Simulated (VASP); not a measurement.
A run of VASP 6.6.1:

The input INCAR:

```
SYSTEM = AgCl
PREC     = Accurate       ! precision mode
ENCUT    = 520            ! plane-wave cutoff, eV
EDIFF    = 1E-7           ! SCF threshold, eV
ISMEAR   = -1             ! smearing method
SIGMA    = 0.05           ! smearing width, eV
LREAL    = .False.        ! projectors in reciprocal space
LASPH    = .True.         ! aspherical terms in the spheres
NELM     = 80             ! most SCF steps
ALGO     = Normal         ! electronic algorithm
ISIF     = 2              ! what is computed and relaxed
LWAVE    = .False.        ! write WAVECAR
LCHARG   = .False.        ! write CHGCAR
NBANDS   = 66             ! bands
```

The input KPOINTS:

```
Automatic mesh
0
Gamma
  2 2 1
  0 0 0
```

Contents of POSCAR:

```
AgCl
1.0
    5.3146610000      0.0000000000      0.0000000000
   -2.2773570000      6.1553540000      0.0000000000
    0.0000000000      0.0000000000     16.3285760000
Ag Cl
6 6
Direct
    0.8588795000      0.9354773083      0.1049478000
    0.6743638000      0.3077958083      0.0789894000
    0.3339145071      0.1064176064      0.2511461306
    0.2484315206      0.5089680000      0.2099120633
    0.9448929206      0.4379500681      0.3485275193
    0.6207952096      0.7510757469      0.3334783274
    0.1969092000      0.3691972083      0.0612423000
    0.3363341000      0.8740759083      0.1226949000
    0.7572225725      0.5841096555      0.1891048775
    0.8423060757      0.1084836281      0.2621741422
    0.1804345084      0.8160449535      0.3757596064
    0.4407801610      0.3670840222      0.3799817602
```

Potentials or basis: VASP PAW LDA potentials, release 64 (Ag, Cl).

Run with:

```console
$ cat potpaw_LDA.64/Ag/POTCAR potpaw_LDA.64/Cl/POTCAR > POTCAR
$ mpirun -np 1 vasp_std > vasp.out
```

Hardware: 1 thread of Oxide Virtual Turin-like Processor, on a shared host.

How long does it take, and how much memory?

Run time: 9.8 min on 1 thread of Oxide Virtual Turin-like Processor (shared host), peak memory 0.41 GiB. Counts: scf iterations 26, k points 4.
